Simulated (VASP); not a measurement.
# EuS (Fm-3m) in VASP: notebook, part 2 of 2

VASP 6.6.1. Earlier steps stand in the parts before.

### Step 5. Single point, PBE, collinear spin, ferromagnetic start

Contents of INCAR:

```
SYSTEM = EuS
PREC = Accurate ; ENCUT = 600
EDIFF = 1E-6 ; ISMEAR = 0
SIGMA = 0.02 ; LREAL = .FALSE.
LASPH = .TRUE. ; NELM = 200
ALGO = Normal ; ISIF = 2
LWAVE = .FALSE. ; LCHARG = .FALSE.
ISPIN = 2 ; MAGMOM = 7 0
LORBIT = 11 ; LMAXMIX = 6
GGA = PE ; NBANDS = 22
GGA_COMPAT = .FALSE.
```

Contents of KPOINTS:

```
regular mesh
0
G
  8 8 8
  0 0 0
```

Contents of POSCAR:

```
EuS
1.0
    0.0000000000      2.9785000000      2.9785000000
    2.9785000000      0.0000000000      2.9785000000
    2.9785000000      2.9785000000      0.0000000000
Eu S
1 1
Direct
    0.0000000000      0.0000000000      0.0000000000
    0.5000000000      0.5000000000      0.5000000000
```

Run with:

```console
> cat potpaw_PBE.64/Eu/POTCAR potpaw_PBE.64/S/POTCAR > POTCAR
> mpirun -np 1 vasp_std > vasp.out
```

It took 5.7 min on 1 thread of Oxide Virtual Turin-like, shared host; peak memory 0.26 GiB.

The run converged. Its results:

```yaml
Free_energy: -19.8993 eV
Pressure: -2.8 GPa
Band_gap_on_the_k_mesh: zero (filled and empty bands overlap)
Net_moment: 6.99 μB per cell
Site_moments: Eu +6.59; S -0.07 μB
Valence_electrons_inside_the_program's_atomic_spheres: Eu 14.75; S 3.75
```

Levels at points of the mesh, in eV from the Fermi level:
Spin up:
| k point | band 12 | band 13 | band 14 | band 15 | band 16 | band 17 | band 18 | band 19 |
| --- | --- | --- | --- | --- | --- | --- | --- | --- |
| (0.00, 0.00, 0.00) | -0.21 | 0.11 | 0.11 | 0.11 | 0.82 | 1.10 | 1.10 | 1.10 |
| (0.50, 0.00, 0.00) | -0.25 | -0.25 | -0.21 | -0.20 | 2.96 | 3.24 | 3.66 | 3.66 |
| (0.50, 0.50, 0.00) | -0.26 | -0.26 | -0.22 | -0.04 | -0.04 | 3.10 | 3.24 | 4.53 |
Spin down:
```
           k point  band 5  band 6  band 7  band 8  band 9  band 10  band 11  band 12
(0.00, 0.00, 0.00)  -13.45   -2.60   -2.60   -2.60    1.45     1.87     1.87     1.87
(0.50, 0.00, 0.00)  -12.49   -5.11   -3.72   -3.72    2.89     4.06     4.14     4.14
(0.50, 0.50, 0.00)  -13.11   -3.73   -2.95   -2.95   -0.12     3.95     3.97     4.30
```

Caveat: spin-orbit coupling is left out, which moves the levels of the heavy elements; a cell with one magnetic atom can't hold antiferromagnetic order, which such compounds often take; semilocal functionals describe open f shells poorly, which spoils levels, moments and volumes.

### Step 6. Single point, PBE, collinear spin, ferromagnetic start

Contents of INCAR:

```
PREC     = Accurate       # precision mode
ENCUT    = 600            # plane-wave cutoff, eV
EDIFF    = 1E-6           # SCF threshold, eV
ISMEAR   = 0              # smearing method
SIGMA    = 0.023          # smearing width, eV
LREAL    = F              # projectors in reciprocal space
LASPH    = T              # aspherical terms in the spheres
NELM     = 200            # most SCF steps
ALGO     = Normal         # electronic algorithm
ISIF     = 2              # what is computed and relaxed
LWAVE    = F              # write WAVECAR
LCHARG   = F              # write CHGCAR
ISPIN    = 2              # spin polarisation
MAGMOM   = 7 0            # initial moments
LORBIT   = 11             # projections on sites
LMAXMIX  = 6              # l up to which the mixer works
GGA      = PE             # functional
NBANDS   = 22             # bands
GGA_COMPAT= F
```

Contents of KPOINTS:

```
regular mesh
0
Gamma
  8 8 8
```

POSCAR is that of step 5.

Potentials or basis: VASP PAW PBE potentials, release 64 (Eu, S).

Run with:

```console
> cat potpaw_PBE.64/Eu/POTCAR potpaw_PBE.64/S/POTCAR > POTCAR
> mpirun -np 1 vasp_std > vasp.out
```

OUTCAR:

```text
PREC = Accurate
   ENCUT = 600
   EDIFF = 1E-6
   ISMEAR = 0
   LREAL = F
   LASPH = T
   NELM = 200
   ISIF = 2
   ISPIN = 2
   LORBIT = 11
   GGA = PE

 ion  position               nearest neighbor table
   1  0.000  0.000  0.000-   2 2.98   2 2.98   2 2.98   2 2.98   2 2.98   2 2.98
   2  0.500  0.500  0.500-   1 2.98   1 2.98   1 2.98   1 2.98   1 2.98   1 2.98

  LATTYP: Found a face centered cubic cell.
 ALAT       =     5.9570000000

  Lattice vectors:

 A1 = (   0.0000000000,   2.9785000000,   2.9785000000)
 A2 = (   2.9785000000,   0.0000000000,   2.9785000000)
 A3 = (   2.9785000000,   2.9785000000,   0.0000000000)

Analysis of symmetry for initial positions (statically):
=====================================================================
 Subroutine PRICEL returns:
 Original cell was already a primitive cell.

 Routine SETGRP: Setting up the symmetry group for a
 face centered cubic supercell.

 Subroutine GETGRP returns: Found 48 space group operations
 (whereof 48 operations were pure point group operations)
 out of a pool of 48 trial point group operations.

The static configuration has the point symmetry O_h .

Analysis of symmetry for dynamics (positions and initial velocities):
=====================================================================
 Subroutine PRICEL returns:
 Original cell was already a primitive cell.

 Routine SETGRP: Setting up the symmetry group for a
 face centered cubic supercell.

 Subroutine GETGRP returns: Found 48 space group operations
 (whereof 48 operations were pure point group operations)
 out of a pool of 48 trial point group operations.

The dynamic configuration has the point symmetry O_h .

Analysis of structural, dynamic, and magnetic symmetry:
=====================================================================
 Subroutine PRICEL returns:
 Original cell was already a primitive cell.

 Routine SETGRP: Setting up the symmetry group for a
 face centered cubic supercell.

 Subroutine GETGRP returns: Found 48 space group operations
 (whereof 48 operations were pure point group operations)
 out of a pool of 48 trial point group operations.

The overall configuration has the point symmetry O_h .

 Subroutine INISYM returns: Found 48 space group operations
 (whereof 48 operations are pure point group operations),
 and found     1 'primitive' translations

----------------------------------------------------------------------------------------

                                     Primitive cell

  volume of cell :      52.8473

  direct lattice vectors                    reciprocal lattice vectors
     0.000000000  2.978500000  2.978500000    -0.167869733  0.167869733  0.167869733
     2.978500000  0.000000000  2.978500000     0.167869733 -0.167869733  0.167869733
     2.978500000  2.978500000  0.000000000     0.167869733  0.167869733 -0.167869733

  length of vectors
     4.212235096  4.212235096  4.212235096     0.290758907  0.290758907  0.290758907

  position of ions in fractional coordinates (direct lattice)
     0.000000000  0.000000000  0.000000000
     0.500000000  0.500000000  0.500000000

  ion indices of the primitive-cell ions
   primitive index   ion index
                 1           1
                 2           2

[... 65 lines left out ...]
   ISPIN  =      2    spin polarized calculation?
   LNONCOLLINEAR =      F non collinear calculations
   LSORBIT =      F    spin-orbit coupling
   LASPH  =      T    aspherical Exc in radial PAW
   ENCUT  =  600.0 eV  44.10 Ry    6.64 a.u.   8.41  8.41  8.41*2*pi/ulx,y,z
   NELM   =    200;   NELMIN=  2; NELMDL= -5     # of ELM steps
   EDIFF  = 0.1E-05   stopping-criterion for ELM
   LREAL  =      F    real-space projection
   EDIFFG = 0.1E-04   stopping-criterion for IOM
   NSW    =      0    number of steps for IOM
   IBRION =     -1    ionic relax: 0-MD 1-quasi-New 2-CG
   NFREE  =      0    steps in history (QN), initial steepest desc. (CG)
   ISIF   =      2    stress and relaxation
   ISYM   =      2    0-nonsym 1-usesym 2-fastsym
   POTIM  = 0.5000    time-step for ionic-motion
   TEBEG  =    0.0;   TEEND  =   0.0 temperature during run
   PSTRESS=    0.0 pullay stress
   NELECT =      23.0000    total number of electrons
   NUPDOWN=      -1.0000    fix difference up-down
   EMIN   =  10.00;   EMAX   =-10.00  energy-range for DOS
   EFERMI =   0.00;   METHOD = LEGACY
   ISMEAR =     0;   SIGMA  =   0.02  broadening in eV -4-tet -1-fermi 0-gaus
   EFERMI_NEDOS =   21; number of points for ismear=-14 and -15
   IALGO  =     38    algorithm
   IMIX   =      4    mixing-type and parameters
     AMIX     =   0.40;   BMIX     =  1.00
     AMIX_MAG =   1.60;   BMIX_MAG =  1.00
  volume/ion in A,a.u.               =      26.42       178.32
  Fermi-wavevector in a.u.,A,eV,Ry     =   1.240633  2.344456 20.941667  1.539169
  Thomas-Fermi vector in A             =   2.375065
   LORBIT       =     11    0 simple, 1 ext, 2 COOP (PROOUT), +10 PAW based schemes
   GGA     = PE    functional components
   LHFCALC =     F    Hartree Fock is set to
   AEXX    =    0.0000 exact exchange contribution
   IVDW    =     0    specifies the selected vdW correction
   LEPSILON=     F    determine dielectric tensor
   LRPA    =     F    only Hartree local field effects (RPA)
 spin polarized calculation
 Gauss-broadening in eV      SIGMA  =   0.02
  energy-cutoff  :      600.00
  volume of cell :       52.85
 maximum number of plane-waves:      1807
 NGX is ok and might be reduce to    36
   NGX = 17   NGY = 17   NGZ = 17

 number of electron      22.9999997 magnetization       6.9899513

 Free energy of the ion-electron system (eV)
  ---------------------------------------------------
  ext. energy  EPLUGINS =         0.00000000
  ---------------------------------------------------
  free energy    TOTEN  =       -19.89928159 eV

  energy without entropy =      -19.89909030  energy(sigma->0) =      -19.89918594

 E-fermi :   4.2684     XC(G=0):  -9.6352

 val. band max:        4.2391935455   @ k =   0.1250   0.0000   0.0000
 cond. band min:       4.2763128658   @ k =   0.1250   0.1250   0.0000
 fundamental gap:      0.0371193203
 Fermi energy:         4.2683903777

 spin component 1

 k-point     1 :       0.0000    0.0000    0.0000
  band No.  band energies     occupation
      1     -37.2052      1.00000
      2     -15.9200      1.00000
      3     -15.9200      1.00000
      4     -15.9200      1.00000
      5      -9.1826      1.00000
      6       1.5226      1.00000
[... 589 lines left out ...]
     21      10.4513      0.00000
     22      11.3858      0.00000

 [... further k-points ...]

 spin component 2

 k-point     1 :       0.0000    0.0000    0.0000
  band No.  band energies     occupation
      1     -34.1187      1.00000
      2     -13.6610      1.00000
      3     -13.6610      1.00000
      4     -13.6610      1.00000
      5      -9.1776      1.00000
      6       1.6700      1.00000
[... 589 lines left out ...]
     21      11.4674      0.00000
     22      12.2694      0.00000

 [... further k-points ...]

------------------------ aborting loop because EDIFF is reached ----------------------------------------

  FORCE on cell =-STRESS in cart. coord.  units (eV):
  Direction    XX          YY          ZZ          XY          YZ          ZX
  --------------------------------------------------------------------------------------
  -------------------------------------------------------------------------------------
  Total       -0.9096930     -0.9096930     -0.9096930     -0.0000000     -0.0000000      0.0000000
  in kB      -27.5792615    -27.5792615    -27.5792615     -0.0000000     -0.0000000      0.0000000
  external PRESSURE =     -27.5792615 kB  Pullay stress =       0.0000000 kB

 VOLUME and BASIS-vectors are now :
 -----------------------------------------------------------------------------
  energy-cutoff  :      600.00
  volume of cell :       52.85
      direct lattice vectors                 reciprocal lattice vectors
     0.000000000  2.978500000  2.978500000    -0.167869733  0.167869733  0.167869733
     2.978500000  0.000000000  2.978500000     0.167869733 -0.167869733  0.167869733
     2.978500000  2.978500000  0.000000000     0.167869733  0.167869733 -0.167869733

 POSITION                                       TOTAL-FORCE (eV/Angst)
 -----------------------------------------------------------------------------------
      0.00000      0.00000      0.00000        -0.000000      0.000000     -0.000000
      2.97850      2.97850      2.97850         0.000000     -0.000000      0.000000
 -----------------------------------------------------------------------------------
    total drift:                               -0.000000      0.000000      0.000000

  FREE ENERGIE OF THE ION-ELECTRON SYSTEM (eV)
  ---------------------------------------------------
  free  energy   TOTEN  =       -19.8992815850 eV

  energy  without entropy=      -19.8990903003  energy(sigma->0) =      -19.89918594

 total charge

# of ion       s       p       d       f       tot
--------------------------------------------------
    1        2.027   5.757   0.304   6.658  14.746
    2        1.316   2.430   0.000   0.000   3.746
--------------------------------------------------
tot          3.343   8.187   0.304   6.658  18.492

 magnetization (x)

# of ion       s       p       d       f       tot
--------------------------------------------------
    1       -0.015  -0.113   0.093   6.627   6.592
    2       -0.007  -0.066   0.000   0.000  -0.073
--------------------------------------------------
tot         -0.022  -0.180   0.093   6.627   6.519
```

Wall time 3.9 min (1 thread of Oxide Virtual Turin-like, shared host); peak memory 0.25 GiB.

Results:

```
Free energy                                           : -19.8993 eV
Pressure                                              : -2.8 GPa
Band gap on the k mesh                                : zero (filled and empty bands overlap)
Net moment                                            : 6.99 μB per cell
Site moments                                          : Eu +6.59; S -0.07 μB
Valence electrons inside the program's atomic spheres : Eu 14.75; S 3.75
```

Caveat: spin-orbit coupling is left out, which moves the levels of the heavy elements; a cell with one magnetic atom can't hold antiferromagnetic order, which such compounds often take; semilocal functionals describe open f shells poorly, which spoils levels, moments and volumes. With open d or f shells a metallic result of PBE can be an artefact of self-interaction; +U or a hybrid may open a gap.

### Step 7. Single point, PBE, collinear spin, ferromagnetic start

Contents of INCAR:

```
ALGO     = Normal         # electronic algorithm
EDIFF    = 1E-6           # SCF threshold, eV
ENCUT    = 600            # plane-wave cutoff, eV
GGA      = PE             # functional
GGA_COMPAT= False        
ISIF     = 2              # what is computed and relaxed
ISMEAR   = 0              # smearing method
ISPIN    = 2              # spin polarisation
LASPH    = True           # aspherical terms in the spheres
LCHARG   = False          # write CHGCAR
LMAXMIX  = 6              # l up to which the mixer works
LORBIT   = 11             # projections on sites
LREAL    = False          # projectors in reciprocal space
LWAVE    = False          # write WAVECAR
MAGMOM   = 7 0            # initial moments
NBANDS   = 22             # bands
NELM     = 200            # most SCF steps
PREC     = Accurate       # precision mode
SIGMA    = 0.027000000000000003 # smearing width, eV
```

Contents of KPOINTS:

```
k-points
0
Gamma
  8 8 8
```

POSCAR is that of step 6.

Run with:

```console
> cat potpaw_PBE.64/Eu/POTCAR potpaw_PBE.64/S/POTCAR > POTCAR
> mpirun -np 1 vasp_std > vasp.out
```

It took 4.1 min on 1 thread of Oxide Virtual Turin-like, shared host; peak memory 0.26 GiB.

Results (log left out):

- Free energy: -19.8993 eV
- Pressure: -2.7 GPa
- Band gap on the k mesh: zero (filled and empty bands overlap)
- Net moment: 6.99 μB per cell
- Site moments: Eu +6.59; S -0.07 μB
- Valence electrons inside the program's atomic spheres: Eu 14.75; S 3.75

Levels at points of the mesh, in eV from the Fermi level:
Spin up:
| k point | band 11 | band 12 | band 13 | band 14 | band 15 | band 16 | band 17 | band 18 | band 19 | band 20 |
| --- | --- | --- | --- | --- | --- | --- | --- | --- | --- | --- |
| (0.00, 0.00, 0.00) | -0.21 | -0.21 | 0.11 | 0.11 | 0.11 | 0.82 | 1.09 | 1.09 | 1.09 | 1.97 |
| (0.50, 0.00, 0.00) | -0.34 | -0.25 | -0.25 | -0.22 | -0.20 | 2.96 | 3.24 | 3.66 | 3.66 | 6.56 |
| (0.50, 0.50, 0.00) | -0.28 | -0.26 | -0.26 | -0.22 | -0.04 | -0.04 | 3.10 | 3.24 | 4.53 | 4.69 |
Spin down:
```tsv
k point	band 5	band 6	band 7	band 8	band 9	band 10	band 11	band 12
(0.00, 0.00, 0.00)	-13.45	-2.60	-2.60	-2.60	1.45	1.87	1.87	1.87
(0.50, 0.00, 0.00)	-12.49	-5.11	-3.72	-3.72	2.89	4.06	4.14	4.14
(0.50, 0.50, 0.00)	-13.11	-3.73	-2.95	-2.95	-0.12	3.95	3.97	4.30
```

Caveat: spin-orbit coupling is left out, which moves the levels of the heavy elements; a cell with one magnetic atom can't hold antiferromagnetic order, which such compounds often take; semilocal functionals describe open f shells poorly, which spoils levels, moments and volumes.

### Step 8. The runs side by side

| smearing | gap on the mesh (eV) | pressure (GPa) | moment (μB) |
| --- | --- | --- | --- |
| gaussian 0.016 eV | none | -2.8 | 6.99 |
| gaussian 0.017 eV | none | -2.8 | 6.99 |
| gaussian 0.019 eV | none | -2.8 | 6.99 |
| gaussian 0.02 eV | none | -2.8 | 6.99 |
| gaussian 0.023 eV | none | -2.8 | 6.99 |
| gaussian 0.027 eV | none | -2.7 | 6.99 |

Alike in all rows: task single point; level PBE; potentials or basis VASP PAW PBE potentials, release 64 (Eu, S); spin collinear, ferromagnetic start; cell as given; k mesh 8 × 8 × 8; cutoff (eV) 600.

Caveats: spin-orbit coupling is left out, which moves the levels of the heavy elements; a cell with one magnetic atom can't hold antiferromagnetic order, which such compounds often take; semilocal functionals describe open f shells poorly, which spoils levels, moments and volumes.

Absolute energies hang on the potentials; compare differences alone.

The gap in the log of VASP goes by the Fermi energy; the results here count the filled bands.